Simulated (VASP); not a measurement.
# GaSb (F-43m) in VASP: notebook

The runs below take GaSb through single point, with PBE-based screened hybrid with 25 % exact exchange, BHLYP.

Program: VASP 6.6.1. These are calculated values, not measurements. Logs are shortened: lines on timing, memory, paths and dates and some standing lists are left out, and cuts for length are marked.

### Step 1. The cell of the first run

Symmetry: F-43m, No. 216, cubic system. The conventional cell has a = 6.199 Å, b = 6.199 Å, c = 6.199 Å, α = 90.00°, β = 90.00°, γ = 90.00°. Sb (site symmetry -43m) has 4 Ga at 2.68 Å within 3.5 Å. Ga (site symmetry -43m) has 4 Sb at 2.68 Å within 3.5 Å.

### Step 2. Single point, PBE-based screened hybrid with 25 % exact exchange

The input, POSCAR:

```
GaSb
1.0
    0.0000000000      3.0992546163      3.0992546163
    3.0992546163      0.0000000000      3.0992546163
    3.0992546163      3.0992546163      0.0000000000
Sb Ga
1 1
Direct
    0.7500000000      0.7500000000      0.7500000000
    0.0000000000      0.0000000000      0.0000000000
```

The input, INCAR.step1:

```
ALGO = Normal ; EDIFF = 1E-5
ENCUT = 400 ; GGA = PE
GGA_COMPAT = False ; ISIF = 2
ISMEAR = -1 ; LASPH = True
LREAL = False ; LWAVE = True
NBANDS = 21 ; NELM = 120
PREC = Accurate ; SIGMA = 0.05
```

The input, INCAR.step2:

```
AEXX = 0.25 ; ALGO = Normal
EDIFF = 1E-6 ; ENCUT = 400
GGA = PE ; GGA_COMPAT = False
HFSCREEN = 0.3 ; ISIF = 2
ISMEAR = -1 ; ISTART = 1
LASPH = True ; LCHARG = True
LELF = True ; LHFCALC = True
LREAL = False ; LVHAR = True
LWAVE = False ; NBANDS = 21
NELM = 120 ; PREC = Accurate
PRECFOCK = Normal ; SIGMA = 0.05
```

The input, KPOINTS:

```
k-points
0
Gamma
  4 4 4
```

Potentials or basis: VASP PAW PBE potentials, release 64 (Sb_d_GW, Ga_d).

On the command line:

```sh
$ cat potpaw_PBE.64/Sb_d_GW/POTCAR potpaw_PBE.64/Ga_d/POTCAR > POTCAR
$ cp INCAR.step1 INCAR
$ mpirun -np 1 vasp_std > vasp.out
$ cp INCAR.step2 INCAR
$ mpirun -np 1 vasp_std > vasp.out
```

OUTCAR:

```text
AEXX = 0.25
   EDIFF = 1E-6
   ENCUT = 400
   GGA = PE
   HFSCREEN = 0.3
   ISIF = 2
   ISMEAR = -1
   ISTART = 1
   LASPH = True
   LHFCALC = True
   LREAL = False
   NELM = 120
   PREC = Accurate
   PRECFOCK = Normal

 ion  position               nearest neighbor table
   1  0.750  0.750  0.750-   2 2.68   2 2.68   2 2.68   2 2.68
   2  0.000  0.000  0.000-   1 2.68   1 2.68   1 2.68   1 2.68

  LATTYP: Found a face centered cubic cell.
 ALAT       =     6.1985092326

  Lattice vectors:

 A1 = (   0.0000000000,   3.0992546163,   3.0992546163)
 A2 = (   3.0992546163,   0.0000000000,   3.0992546163)
 A3 = (   3.0992546163,   3.0992546163,   0.0000000000)

Analysis of symmetry for initial positions (statically):
=====================================================================
 Subroutine PRICEL returns:
 Original cell was already a primitive cell.

 Routine SETGRP: Setting up the symmetry group for a
 face centered cubic supercell.

 Subroutine GETGRP returns: Found 24 space group operations
 (whereof 24 operations were pure point group operations)
 out of a pool of 48 trial point group operations.

The static configuration has the point symmetry T_d .

Analysis of symmetry for dynamics (positions and initial velocities):
=====================================================================
 Subroutine PRICEL returns:
 Original cell was already a primitive cell.

 Routine SETGRP: Setting up the symmetry group for a
 face centered cubic supercell.

 Subroutine GETGRP returns: Found 24 space group operations
 (whereof 24 operations were pure point group operations)
 out of a pool of 48 trial point group operations.

The dynamic configuration has the point symmetry T_d .

 Subroutine INISYM returns: Found 24 space group operations
 (whereof 24 operations are pure point group operations),
 and found     1 'primitive' translations

----------------------------------------------------------------------------------------

                                     Primitive cell

  volume of cell :      59.5390

  direct lattice vectors                    reciprocal lattice vectors
     0.000000000  3.099254616  3.099254616    -0.161329114  0.161329114  0.161329114
     3.099254616  0.000000000  3.099254616     0.161329114 -0.161329114  0.161329114
     3.099254616  3.099254616  0.000000000     0.161329114  0.161329114 -0.161329114

  length of vectors
     4.383007912  4.383007912  4.383007912     0.279430221  0.279430221  0.279430221

  position of ions in fractional coordinates (direct lattice)
     0.750000000  0.750000000  0.750000000
     0.000000000  0.000000000  0.000000000

  ion indices of the primitive-cell ions
   primitive index   ion index
                 1           1
                 2           2

----------------------------------------------------------------------------------------

 KPOINTS: k-points

Automatic generation of k-mesh.
 Grid dimensions read from file:
 generate k-points for:    4    4    4

 Generating k-lattice:

  Cartesian coordinates                     Fractional coordinates (reciprocal lattice)
    -0.040332278  0.040332278  0.040332278     0.250000000  0.000000000  0.000000000
     0.040332278 -0.040332278  0.040332278     0.000000000  0.250000000  0.000000000
     0.040332278  0.040332278 -0.040332278     0.000000000  0.000000000  0.250000000

  Length of vectors
     0.069857555  0.069857555  0.069857555

  Shift w.r.t. Gamma in fractional coordinates (k-lattice)
     0.000000000  0.000000000  0.000000000

 Subroutine IBZKPT returns following result:
 ===========================================

 Found      8 irreducible k-points:

 Following reciprocal coordinates:
            Coordinates               Weight
  0.000000  0.000000  0.000000      1.000000
  0.250000  0.000000  0.000000      8.000000
  0.500000  0.000000  0.000000      4.000000
  0.250000  0.250000  0.000000      6.000000
  0.500000  0.250000  0.000000     24.000000
 -0.250000  0.250000  0.000000     12.000000
  0.500000  0.500000  0.000000      3.000000
 -0.250000  0.500000  0.250000      6.000000
   k-points           NKPTS =      8   k-points in BZ     NKDIM =     64   number of bands    NBANDS=     21
   number of dos      NEDOS =    301   number of ions     NIONS =      2
   total plane-waves  NPLWV =  27000
   dimension x,y,z NGX =    30 NGY =   30 NGZ =   30
   dimension x,y,z NGXF=    60 NGYF=   60 NGZF=   60
   ions per type =               1   1
   NGX,Y,Z   is equivalent  to a cutoff of  11.38, 11.38, 11.38 a.u.
   NGXF,Y,Z  is equivalent  to a cutoff of  22.76, 22.76, 22.76 a.u.
 SYSTEM =  unknown system
   PREC   = accura    normal or accurate (medium, high low for compatibility)
   ISTART =      1    job   : 0-new  1-cont  2-samecut
   ICHARG =      0    charge: 1-file 2-atom 10-const
   ISPIN  =      1    spin polarized calculation?
   LNONCOLLINEAR =      F non collinear calculations
   LSORBIT =      F    spin-orbit coupling
   LASPH  =      T    aspherical Exc in radial PAW
   ENCUT  =  400.0 eV  29.40 Ry    5.42 a.u.   7.15  7.15  7.15*2*pi/ulx,y,z
   NELM   =    120;   NELMIN=  2; NELMDL=  0     # of ELM steps
   EDIFF  = 0.1E-05   stopping-criterion for ELM
   LREAL  =      F    real-space projection
   EDIFFG = 0.1E-04   stopping-criterion for IOM
   NSW    =      0    number of steps for IOM
   IBRION =     -1    ionic relax: 0-MD 1-quasi-New 2-CG
   NFREE  =      0    steps in history (QN), initial steepest desc. (CG)
   ISIF   =      2    stress and relaxation
   ISYM   =      3    0-nonsym 1-usesym 2-fastsym
   POTIM  = 0.5000    time-step for ionic-motion
   TEBEG  =    0.0;   TEEND  =   0.0 temperature during run
   PSTRESS=    0.0 pullay stress
   NELECT =      28.0000    total number of electrons
   NUPDOWN=      -1.0000    fix difference up-down
   EMIN   =  10.00;   EMAX   =-10.00  energy-range for DOS
   EFERMI =   0.00;   METHOD = LEGACY
   ISMEAR =    -1;   SIGMA  =   0.05  broadening in eV -4-tet -1-fermi 0-gaus
   EFERMI_NEDOS =   21; number of points for ismear=-14 and -15
   IALGO  =     38    algorithm
   IMIX   =      1    mixing-type and parameters
     AMIX     =   0.40;   BMIX     =  1.00
     AMIX_MAG =   1.60;   BMIX_MAG =  1.00
  volume/ion in A,a.u.               =      29.77       200.89
  Fermi-wavevector in a.u.,A,eV,Ry     =   1.273093  2.405798 22.051870  1.620767
  Thomas-Fermi vector in A             =   2.405936
   LORBIT       =      0    0 simple, 1 ext, 2 COOP (PROOUT), +10 PAW based schemes
   GGA     = PE    functional components
   LHFCALC =     T    Hartree Fock is set to
   PRECFOCK=normal    Normal, Fast or Accurate (Low or Medium for compatibility)
   ENCUT4O =  -1.0   cutoff for four orbital integrals eV
   NKREDX  =     1    reduce k-point grid by
   NKREDY  =     1    reduce k-point grid by
   NKREDZ  =     1    reduce k-point grid by
   AEXX    =    0.2500 exact exchange contribution
   HFSCREEN=    0.3000 screening length (either q_TF or 0.3 A-1)
   HFSCREENC=   0.3000 screening length for correlation (either q_TF or 0.3 A-1)
   ENCUTFOCK=  -1.0 apply spherical cutoff to Coloumb kernel
   IVDW    =     0    specifies the selected vdW correction
   LEPSILON=     F    determine dielectric tensor
   LRPA    =     F    only Hartree local field effects (RPA)
 non-spin polarized calculation
  energy-cutoff  :      400.00
  volume of cell :       59.54
 maximum number of plane-waves:      1106
 NGX is ok and might be reduce to    30
  NGX = 24; NGY = 24; NGZ = 24

 number of electron      28.0000036 magnetization

 Free energy of the ion-electron system (eV)
  ---------------------------------------------------
  ext. energy  EPLUGINS =         0.00000000
  ---------------------------------------------------
  free energy    TOTEN  =        -8.29228699 eV

  energy without entropy =       -8.29178496  energy(sigma->0) =       -8.29203598

 E-fermi :   3.4836     XC(G=0):  -7.7074

 val. band max:        3.2575740162   @ k =   0.0000   0.0000   0.0000
 cond. band min:       3.6536962707   @ k =   0.0000   0.0000   0.0000
 fundamental gap:      0.3961222545
 Fermi energy:         3.4836240013

 k-point     1 :       0.0000    0.0000    0.0000
  band No.  band energies     occupation
      1     -27.5106      2.00000
      2     -27.5106      2.00000
      3     -27.5106      2.00000
      4     -27.4898      2.00000
      5     -27.4898      2.00000
      6     -14.2698      2.00000
[... 13 lines left out ...]
     20      12.5696      0.00000
     21      12.5696      0.00000

 k-point     2 :       0.2500    0.0000    0.0000
  band No.  band energies     occupation
      1     -27.5102      2.00000
      2     -27.5093      2.00000
      3     -27.5093      2.00000
      4     -27.4896      2.00000
      5     -27.4896      2.00000
      6     -14.2777      2.00000
[... 13 lines left out ...]
     20      11.4790      0.00000
     21      11.4790      0.00000

 k-point     3 :       0.5000    0.0000    0.0000
  band No.  band energies     occupation
      1     -27.5099      2.00000
      2     -27.5080      2.00000
      3     -27.5080      2.00000
      4     -27.4891      2.00000
      5     -27.4891      2.00000
      6     -14.2857      2.00000
[... 13 lines left out ...]
     20      13.8722      0.00000
     21      13.8730      0.00000

 k-point     4 :       0.2500    0.2500    0.0000
  band No.  band energies     occupation
      1     -27.5118      2.00000
      2     -27.5079      2.00000
      3     -27.5079      2.00000
      4     -27.4906      2.00000
      5     -27.4884      2.00000
      6     -14.2851      2.00000
[... 13 lines left out ...]
     20      12.9699      0.00000
     21      13.4330      0.00000

 k-point     5 :       0.5000    0.2500    0.0000
  band No.  band energies     occupation
      1     -27.5111      2.00000
      2     -27.5071      2.00000
      3     -27.5066      2.00000
      4     -27.4903      2.00000
      5     -27.4883      2.00000
      6     -14.2919      2.00000
[... 13 lines left out ...]
     20      14.0805      0.00000
     21      14.3386      0.00000

 k-point     6 :      -0.2500    0.2500    0.0000
  band No.  band energies     occupation
      1     -27.5097      2.00000
      2     -27.5082      2.00000
      3     -27.5080      2.00000
      4     -27.4895      2.00000
      5     -27.4892      2.00000
      6     -14.2868      2.00000
[... 13 lines left out ...]
     20      12.4994      0.00000
     21      14.5310      0.00000

 k-point     7 :       0.5000    0.5000    0.0000
  band No.  band energies     occupation
      1     -27.5134      2.00000
      2     -27.5054      2.00000
      3     -27.5054      2.00000
      4     -27.4915      2.00000
      5     -27.4872      2.00000
      6     -14.2994      2.00000
[... 13 lines left out ...]
     20      14.7274      0.00000
     21      15.4088      0.00000

 k-point     8 :      -0.2500    0.5000    0.2500
  band No.  band energies     occupation
      1     -27.5102      2.00000
      2     -27.5083      2.00000
      3     -27.5053      2.00000
      4     -27.4902      2.00000
      5     -27.4883      2.00000
      6     -14.2944      2.00000
[... 13 lines left out ...]
     20      14.1363      0.00000
     21      15.2952      0.00000

------------------------ aborting loop because EDIFF is reached ----------------------------------------

  FORCE on cell =-STRESS in cart. coord.  units (eV):
  Direction    XX          YY          ZZ          XY          YZ          ZX
  --------------------------------------------------------------------------------------
  -------------------------------------------------------------------------------------
  Total       -0.4771859     -0.4771859     -0.4771859      0.0000000      0.0000000     -0.0000000
  in kB      -12.8409272    -12.8409272    -12.8409272      0.0000000      0.0000000     -0.0000000
  external PRESSURE =     -12.8409272 kB  Pullay stress =       0.0000000 kB

 VOLUME and BASIS-vectors are now :
 -----------------------------------------------------------------------------
  energy-cutoff  :      400.00
  volume of cell :       59.54
      direct lattice vectors                 reciprocal lattice vectors
     0.000000000  3.099254616  3.099254616    -0.161329114  0.161329114  0.161329114
     3.099254616  0.000000000  3.099254616     0.161329114 -0.161329114  0.161329114
     3.099254616  3.099254616  0.000000000     0.161329114  0.161329114 -0.161329114

 POSITION                                       TOTAL-FORCE (eV/Angst)
 -----------------------------------------------------------------------------------
      4.64888      4.64888      4.64888         0.000000      0.000000      0.000000
      0.00000      0.00000      0.00000        -0.000000     -0.000000     -0.000000
 -----------------------------------------------------------------------------------
    total drift:                               -0.000001     -0.000031     -0.000010

  FREE ENERGIE OF THE ION-ELECTRON SYSTEM (eV)
  ---------------------------------------------------
  free  energy   TOTEN  =        -8.2922869949 eV

  energy  without entropy=       -8.2917849583  energy(sigma->0) =       -8.29203598
```

Wall time 10 min (1 thread of AMD EPYC 9R45 (Zen 5), shared host); peak memory 0.27 GiB.

What came out:

| Quantity | Value |
| --- | --- |
| Free energy | -8.2923 eV |
| Pressure | -1.3 GPa |
| Band gap on the k mesh | 0.40 eV |

Caveat: the k points lie up to 0.44 Å⁻¹ apart; the PAW data sets were made with another functional, which shifts forces and pressure a little; spin-orbit coupling is left out, which moves the levels of the heavy elements. A k mesh can miss the band edges.

### Step 3. Single point, BHLYP

This run uses another cell than the first one, of 27.48 Å³/atom.

The input, POSCAR:

```
GaSb
1.0
    0.0000000000      3.0176570942      3.0176570942
    3.0176570942      0.0000000000      3.0176570942
    3.0176570942      3.0176570942      0.0000000000
Sb Ga
1 1
Direct
    0.7500000000      0.7500000000      0.7500000000
    0.0000000000      0.0000000000      0.0000000000
```

The input, INCAR.step1:

```
SYSTEM = GaSb
ALGO = Normal
EDIFF = 1E-5
ENCUT = 400
GGA = PE
GGA_COMPAT = .False.
ISIF = 2
ISMEAR = -1
LASPH = .True.
LREAL = .False.
LWAVE = .True.
NBANDS = 21
NELM = 120
PREC = Accurate
SIGMA = 0.05
```

The input, INCAR.step2:

```
SYSTEM = GaSb
AEXX = 0.5
AGGAC = 1.0
AGGAX = 0.5
ALDAC = 0.0
ALDAX = 0.5
ALGO = Normal
EDIFF = 1E-6
ENCUT = 400
GGA = B5
GGA_COMPAT = .False.
ISIF = 2
ISMEAR = -1
ISTART = 1
LASPH = .True.
LCHARG = .True.
LELF = .True.
LHFCALC = .True.
LREAL = .False.
LVHAR = .True.
LWAVE = .False.
NBANDS = 21
NELM = 120
PREC = Accurate
PRECFOCK = Normal
SIGMA = 0.05
```

The input, KPOINTS:

```
k-points
0
Gamma
  4 4 4
  0 0 0
```

Potentials or basis: VASP PAW PBE potentials, release 64 (Sb_d_GW, Ga_d).

On the command line:

```sh
$ cat potpaw_PBE.64/Sb_d_GW/POTCAR potpaw_PBE.64/Ga_d/POTCAR > POTCAR
$ cp INCAR.step1 INCAR
$ mpirun -np 1 vasp_std > vasp.out
$ cp INCAR.step2 INCAR
$ mpirun -np 1 vasp_std > vasp.out
```

Run time: 14 min. Hardware: 1 thread of Intel Xeon Platinum 8488C (Sapphire Rapids), shared host; peak memory 0.18 GiB.

It converged, with:

```yaml
Free_energy: -10.5860 eV
Pressure: 4.0 GPa
Band_gap_on_the_k_mesh: 3.34 eV (least direct gap 3.46 eV)
```

Levels at points of the mesh, in eV from the valence-band top:
| k point | band 11 | band 12 | band 13 | band 14 | band 15 | band 16 | band 17 | band 18 |
| --- | --- | --- | --- | --- | --- | --- | --- | --- |
| (0.00, 0.00, 0.00) | -14.13 | 0.00 | 0.00 | 0.00 | 3.46 | 5.69 | 5.69 | 5.69 |
| (0.50, 0.00, 0.00) | -12.03 | -7.77 | -1.41 | -1.41 | 3.34 | 6.79 | 6.79 | 9.72 |
| (0.50, 0.50, 0.00) | -10.92 | -8.29 | -3.18 | -3.18 | 3.58 | 3.90 | 12.93 | 12.93 |

Caveat: the k points lie up to 0.45 Å⁻¹ apart; the PAW data sets were made with another functional, which shifts forces and pressure a little; spin-orbit coupling is left out, which moves the levels of the heavy elements. A k mesh can miss the band edges.

### Step 4. Single point, BHLYP

The input, POSCAR:

```
GaSb
1.0
    0.0000000000      3.0992546163      3.0992546163
    3.0992546163      0.0000000000      3.0992546163
    3.0992546163      3.0992546163      0.0000000000
Sb Ga
1 1
Direct
    0.7500000000      0.7500000000      0.7500000000
    0.0000000000      0.0000000000      0.0000000000
```

The input, INCAR.step1:

```
PREC = Accurate
ENCUT = 400
EDIFF = 1E-5
ISMEAR = -1
SIGMA = 0.05
LREAL = False
LASPH = True
NELM = 120
ALGO = Normal
ISIF = 2
LWAVE = True
LCHARG = False
NBANDS = 21
GGA = PE
GGA_COMPAT = False
```

The input, INCAR.step2:

```
PREC = Accurate
ENCUT = 400
EDIFF = 1E-6
ISMEAR = -1
SIGMA = 0.05
LREAL = False
LASPH = True
NELM = 120
ALGO = Normal
ISIF = 2
LWAVE = False
LCHARG = False
GGA = B5
LHFCALC = True
AEXX = 0.5
ALDAX = 0.5
AGGAX = 0.5
AGGAC = 1.0
ALDAC = 0.0
PRECFOCK = Normal
NBANDS = 21
ISTART = 1
GGA_COMPAT = False
```

The input, KPOINTS:

```
regular mesh
0
Gamma
  4 4 4
```

On the command line:

```sh
$ cat potpaw_PBE.64/Sb_d_GW/POTCAR potpaw_PBE.64/Ga_d/POTCAR > POTCAR
$ cp INCAR.step1 INCAR
$ mpirun -np 1 vasp_std > vasp.out
$ cp INCAR.step2 INCAR
$ mpirun -np 1 vasp_std > vasp.out
```

Wall time 15 min (1 thread of Intel Xeon Platinum 8259CL at 2.50GHz (Skylake/Cascade Lake), shared host); peak memory 0.19 GiB.

The run converged. Its results:

| Property | Result |
| --- | --- |
| Free energy | -10.6337 eV |
| Pressure | -1.0 GPa |
| Band gap on the k mesh | 2.69 eV |

Levels at points of the mesh, in eV from the valence-band top:
```
           k point  band 12  band 13  band 14  band 15  band 16  band 17
(0.00, 0.00, 0.00)     0.00     0.00     0.00     2.69     5.67     5.67
(0.50, 0.00, 0.00)    -7.32    -1.27    -1.27     3.06     6.74     6.74
(0.50, 0.50, 0.00)    -7.89    -2.86    -2.86     3.61     4.00    12.30
```

Caveat: the k points lie up to 0.44 Å⁻¹ apart; the PAW data sets were made with another functional, which shifts forces and pressure a little; spin-orbit coupling is left out, which moves the levels of the heavy elements. A k mesh can miss the band edges.

### Step 5. Overview

| level | cell | share of exact exchange | screening parameter | gap on the mesh (eV) | pressure (GPa) |
| --- | --- | --- | --- | --- | --- |
| PBE-based screened hybrid with 25 % exact exchange | a = 4.383 Å, angles 60.0°, 2 atoms | 0.25 | 0.3 1/Å | 0.40 | -1.3 |
| BHLYP | a = 4.268 Å, angles 60.0°, 2 atoms | 0.5 | - | 3.34 | 4.0 |
| BHLYP | a = 4.383 Å, angles 60.0°, 2 atoms | 0.5 | - | 2.69 | -1.0 |

Alike in all rows: task single point; potentials or basis VASP PAW PBE potentials, release 64 (Sb_d_GW, Ga_d); no spin polarisation; k mesh 4 × 4 × 4; cutoff (eV) 400; smearing fermi-dirac 0.05 eV.

Caveats: all runs use coarse meshes; the PAW data sets were made with another functional, which shifts forces and pressure a little; spin-orbit coupling is left out, which moves the levels of the heavy elements.

Absolute energies hang on the potentials; compare differences alone.
